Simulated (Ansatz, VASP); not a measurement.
BN in VASP and in Ansatz

The input POSCAR:

```
BN
1.0
    0.0000000000      1.8048254497      1.8048254497
    1.8048254497      0.0000000000      1.8048254497
    1.8048254497      1.8048254497      0.0000000000
B N
1 1
Direct
    0.0000000000      0.0000000000      0.0000000000
    0.2500000000      0.2500000000      0.2500000000
```

File INCAR.step1:

```
PREC = Accurate
ENCUT = 1460
ISMEAR = 1
SIGMA = 0.2
LREAL = F
LASPH = T
NELM = 120
NBANDS = 11
GGA = PE
ALGO = Normal
EDIFF = 1E-5
LWAVE = T
LCHARG = F
GGA_COMPAT = F
```

File INCAR.step2:

```
PREC = Accurate
ENCUT = 1460
EDIFF = 1E-6
ISMEAR = 1
SIGMA = 0.2
LREAL = F
LASPH = T
NELM = 120
ALGO = Normal
ISIF = 2
LWAVE = F
LCHARG = F
METAGGA = R2SCAN
LMIXTAU = T
NBANDS = 11
ISTART = 1
GGA_COMPAT = F
```

File KPOINTS:

```
regular mesh
0
Gamma
  8 8 8
```

Input for Ansatz:

```yaml
crystal:
  lattice:
    - [0.0, 1.8048254497, 1.8048254497]
    - [1.8048254497, 0.0, 1.8048254497]
    - [1.8048254497, 1.8048254497, 0.0]
  atoms:
    - { symbol: B, position: [0.0, 0.0, 0.0] }
    - { symbol: "N", position: [0.25, 0.25, 0.25] }
kpoints:
  mp_grid: { grid: [8, 8, 8] }
hamiltonian:
  xc: r2scan
scf:
  occupations: { method: methfessel_paxton, width: 0.2 }
  n_extra_bands: 4
output:
  forces: true
  stress: true
  eigenvalues: true
```

Alike in both runs: task single point; functional r2SCAN; k mesh 8 × 8 × 8; occupations methfessel-paxton of order 1, width 0.2 eV; no spin polarisation.

```csv
,VASP,Ansatz
version,VASP 6.6.1,Ansatz 0.2.0
potentials or method,"VASP PAW PBE potentials, release 64 (B_h, N_h)",plane waves
plane-wave cutoff (eV),1460,500
valence electrons in the cell,8,8
```

```tsv
	VASP	Ansatz	Ansatz less VASP
gap on the k mesh at the Fermi level (eV)	5.00	5.00	+0.005
pressure (GPa)	-0.4	0.0	+0.46
```

VASP's potentials were made for PBE, not for r2SCAN.
